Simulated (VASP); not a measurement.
Set up this calculation in VASP 6.6.1, as the native input.

| Property | Result |
| --- | --- |
| Task | single point |
| Functional | RPBE |
| Potentials or basis | VASP PAW PBE potentials, release 64 (Sr_sv) |
| Cutoff | 520 eV |
| k mesh | 8 × 8 × 8 |
| Occupations | gaussian, width 0.02 eV |
| Spin | no spin polarisation |
| Dipole correction | no |
| Further INCAR settings | ALGO = Normal; EDIFF = 1e-06; NBANDS = 17 |

The structure of Sr lies in POSCAR:

```
Sr
1.0
   -3.7063582770      3.7063582770      2.0208764669
    3.7063582770     -3.7063582770      2.0208764669
    3.7063582770      3.7063582770     -2.0208764669
Sr
2
Direct
    0.0000000000      0.0000000000      0.0000000000
    0.7500000000      0.2500000000      0.5000000000
```

The input as run:

INCAR

```
SYSTEM = Sr
ALGO = Normal
EDIFF = 1E-6
ENCUT = 520
GGA = RP
ISIF = 2
ISMEAR = 0
LASPH = .True.
LCHARG = .False.
LREAL = .False.
LWAVE = .False.
NBANDS = 17
NELM = 60
PREC = Accurate
SIGMA = 0.02
```

KPOINTS

```
k-points
0
Gamma
  8 8 8
  0 0 0
```

Potentials or basis: VASP PAW PBE potentials, release 64 (Sr_sv).

Run with:

```console
$ cat potpaw_PBE.64/Sr_sv/POTCAR > POTCAR
$ mpirun -np 1 vasp_std > vasp.out
```

It gave:

```json
{
  "Pressure": "0.7 GPa",
  "Band gap on the k mesh": "zero (band 10 reaches 1.87 eV, above the bottom of band 11 at 1.31 eV)"
}
```

Caveat: the PAW data sets were made with another functional, which shifts forces and pressure a little.

Run time: 91 s on 1 thread of AMD EPYC 9R45 (Zen 5), on a shared host, peak memory 0.26 GiB.
